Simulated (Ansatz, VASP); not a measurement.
# One calculation of BaTiO3, two programs

File POSCAR:

```
BaTiO3
1.0
    3.9323202718      0.0000000000      0.0000000000
    0.0000000000      3.9323202718      0.0000000000
    0.0000000000      0.0000000000      4.1792494854
Ba Ti O
1 1 3
Direct
    0.5000000000      0.5000000000      0.5884081269
    0.0000000000      0.0000000000      0.1073869397
    0.0000000000      0.5000000000      0.0613175715
    0.5000000000      0.0000000000      0.0613175715
    0.0000000000      0.0000000000      0.5415667804
```

INCAR.step1

```
  ALGO = Normal
  EDIFF = 1E-4
  ENCUT = 520
  GGA = PE
  ISMEAR = 0
  LASPH = True
  LCHARG = False
  LREAL = False
  LWAVE = True
  NBANDS = 28
  NELM = 60
  PREC = Accurate
  SIGMA = 0.01
```

File INCAR.step2:

```
  ALGO = Normal
  EDIFF = 1E-6
  ENCUT = 520
  ISIF = 2
  ISMEAR = 0
  ISTART = 1
  LASPH = True
  LCHARG = False
  LMIXTAU = True
  LREAL = False
  LWAVE = False
  METAGGA = R2SCAN
  NBANDS = 28
  NELM = 60
  PREC = Accurate
  SIGMA = 0.01
```

File KPOINTS:

```
k-points
0
Gamma
  6 6 6
```

Input for Ansatz:

```yaml
crystal:
  lattice:
    - [3.9323202718, 0.0, 0.0]
    - [0.0, 3.9323202718, 0.0]
    - [0.0, 0.0, 4.1792494854]
  atoms:
    - { symbol: Ba, position: [0.5, 0.5, 0.5884081269] }
    - { symbol: Ti, position: [0.0, 0.0, 0.1073869397] }
    - { symbol: O, position: [0.0, 0.5, 0.0613175715] }
    - { symbol: O, position: [0.5, 0.0, 0.0613175715] }
    - { symbol: O, position: [0.0, 0.0, 0.5415667804] }
kpoints:
  mp_grid: { grid: [6, 6, 6] }
  band_path:
    path:
      - [0.0, 0.0, 0.0]
      - [0.0, 0.5, 0.0]
      - [0.5, 0.5, 0.0]
      - [0.0, 0.0, 0.5]
      - [0.0, 0.5, 0.5]
      - [0.5, 0.5, 0.5]
    npoints: 1
hamiltonian:
  xc: r2scan
scf:
  occupations: { method: fixed }
  n_extra_bands: 5
output:
  forces: true
  stress: true
  eigenvalues: true
  write_density: true
  write_potential: true
  elf: true
  volumetric_format: npy
```

Change from the starting cell: epitaxial_xy strain -1.0%.

Alike in both runs: task single point; functional r2SCAN; k mesh 6 × 6 × 6; no spin polarisation.

|  | VASP | Ansatz |
| --- | --- | --- |
| version | VASP 6.6.1 | Ansatz 0.2.0 |
| potentials or method | VASP PAW PBE potentials, release 64 (Ba_sv, Ti_sv, O) | plane waves, PAW |
| plane-wave cutoff (eV) | 520 | 500 |
| occupations | gaussian, width 0.01 eV | fixed |
| valence electrons in the cell | 40 | 40 |

```csv
,VASP,Ansatz,Ansatz less VASP
gap on the k mesh at the Fermi level (eV),2.24,2.26,+0.015
pressure (GPa),3.9,1.9,-1.97
"traceless stress, the component that is largest in VASP (GPa)",-1.88,-1.92,-0.035
rms of the force components (eV/Å),0.063,0.000,-0.0627
```

VASP's potentials were made for PBE, not for r2SCAN. Atom by atom the forces differ by 0.063 eV/Å (rms over components).

Neither program's run includes spin-orbit coupling.
